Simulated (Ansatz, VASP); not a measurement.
Two plane-wave programs on SiO2

```
Si O
1.0
     5.10534    0.00000    0.00000
    -2.55267    4.42136    0.00000
     0.00000    0.00000    5.58518
Si O
3 6
Direct
  0.00000 0.50000 0.33333
  0.50000 0.50000 0.66667
  0.50000 0.00000 0.00000
  0.58396 0.79198 0.83333
  0.79198 0.58396 0.50000
  0.79198 0.20802 0.16667
  0.41604 0.20802 0.83333
  0.20802 0.41604 0.50000
  0.20802 0.79198 0.16667
```

Alike in both runs: functional PBE; k mesh 3 × 3 × 2; occupations gaussian, width 0.02 eV; no spin polarisation.

Ansatz relaxed the structure, and its values are those at the end. VASP's run is a single point on that final structure, the one shown.

|  | VASP | Ansatz |
| --- | --- | --- |
| version | VASP 6.6.1 | Ansatz 0.2.0 |
| potentials or method | VASP PAW PBE potentials, release 64 (Si, O), cutoff 520 eV | scalar-relativistic, plane waves, PAW |
| valence electrons in the cell | 48 | 48 |

|  | VASP | Ansatz | Ansatz less VASP |
| --- | --- | --- | --- |
| gap on the k mesh at the Fermi level (eV) | 5.55 | 5.55 | +0.002 |
| least direct gap on the mesh (eV) | 5.73 | 5.73 | -0.001 |
| pressure (GPa) | 0.1 | 0.0 | -0.08 |
| rms of the force components (eV/Å) | 0.006 | 0.000 | -0.0058 |

The functional is the same, so the differences come from potentials, cutoffs and numerics.

The k mesh is coarse, so the values compare programs but aren't converged.
